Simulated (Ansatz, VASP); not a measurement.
# Two plane-wave programs on Ga

```
CELL_PARAMETERS angstrom
1.35316 -4.04422 0.02330
1.35316 4.04422 0.02330
-0.05883 0.00000 3.30345
ATOMIC_POSITIONS crystal
Ga 0.86708 0.13292 0.25000
Ga 0.13292 0.86708 0.75000
```

Alike in both runs: functional r2SCAN; k mesh 12 × 12 × 10; occupations fermi-dirac, width 0.1 eV; no spin polarisation.

Ansatz relaxed the structure, and its values are those at the end. VASP's run is a single point on that final structure, the one shown.

```csv
,VASP,Ansatz
version,VASP 6.6.1,Ansatz 0.2.0
potentials or method,"VASP PAW PBE potentials, release 64 (Ga_d), cutoff 520 eV","plane waves (500 eV) with PAW, scalar-relativistic"
valence electrons in the cell,26,26
```

|  | VASP | Ansatz | Ansatz less VASP |
| --- | --- | --- | --- |
| pressure (GPa) | 0.0 | 0.0 | +0.02 |

VASP's potentials were made for PBE, not for r2SCAN.
